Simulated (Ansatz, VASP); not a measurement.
## AlN: VASP beside Ansatz

INCAR

```
PREC     = Accurate       # precision mode
ENCUT    = 520            # plane-wave cutoff, eV
EDIFF    = 1E-7           # SCF threshold, eV
ISMEAR   = -1             # smearing method
SIGMA    = 0.02           # smearing width, eV
LREAL    = False          # projectors in reciprocal space
LASPH    = True           # aspherical terms in the spheres
NELM     = 60             # most SCF steps
ALGO     = Normal         # electronic algorithm
ISIF     = 2              # what is computed and relaxed
LWAVE    = False          # write WAVECAR
LCHARG   = False          # write CHGCAR
GGA      = PE             # functional
NBANDS   = 16             # bands
```

Contents of KPOINTS:

```
regular mesh
0
Gamma
  12 12 6
```

The input POSCAR:

```
AlN
1.0
    3.1066937604      0.0776673440      0.0000000000
   -1.4860849873      2.6516420463      0.0000000000
    0.0000000000      0.0000000000      4.9785915490
Al N
2 2
Direct
    0.3308157430      0.6667427830     -0.0033166579
    0.6691842570      0.3332572170      0.4966833421
    0.3256371235      0.6673600999      0.3783166579
    0.6743628765      0.3326399001      0.8783166579
```

Input for Ansatz:

```yaml
crystal:
  lattice:
    - [3.1066937604, 0.077667344, 0.0]
    - [-1.4860849873, 2.6516420463, 0.0]
    - [0.0, 0.0, 4.978591549]
  atoms:
    - { symbol: Al, position: [0.330815743, 0.666742783, -0.0033166579] }
    - { symbol: Al, position: [0.669184257, 0.333257217, 0.4966833421] }
    - { symbol: "N", position: [0.3256371235, 0.6673600999, 0.3783166579] }
    - { symbol: "N", position: [0.6743628765, 0.3326399001, 0.8783166579] }
kpoints:
  mp_grid: { grid: [12, 12, 6] }
  band_path:
    path:
      - [0.0, 0.0, 0.0]
      - [0.5, 0.0, 0.0]
      - [0.3333333333, 0.3333333333, 0.0]
      - [0.0, 0.0, 0.5]
      - [0.5, 0.0, 0.5]
      - [0.3333333333, 0.3333333333, 0.5]
      - [-0.005208, 0.010417, 0.0]
    npoints: 1
hamiltonian:
  xc: pbe
scf:
  occupations: { method: fermi_dirac, width: 0.02 }
  n_extra_bands: 5
output:
  forces: true
  stress: true
  eigenvalues: true
```

Change from the starting cell: shear_xy strain +5.0%.

Alike in both runs: task single point; functional PBE; k mesh 12 × 12 × 6; occupations fermi-dirac, width 0.02 eV; no spin polarisation.

```csv
,VASP,Ansatz
version,VASP 6.6.1,Ansatz 0.2.0
potentials or method,"VASP PAW PBE potentials, release 64 (Al, N)","plane waves, PAW"
plane-wave cutoff (eV),520,420
valence electrons in the cell,16,16
```

|  | VASP | Ansatz | Ansatz less VASP |
| --- | --- | --- | --- |
| gap on the k mesh at the Fermi level (eV) | 4.22 | 4.21 | -0.010 |
| pressure (GPa) | 4.4 | 4.7 | +0.26 |
| traceless stress, the component that is largest in VASP (GPa) | -6.34 | -6.29 | +0.053 |
| rms of the force components (eV/Å) | 0.015 | 0.015 | -0.0004 |

Atom by atom the forces differ by 0.001 eV/Å (rms over components).
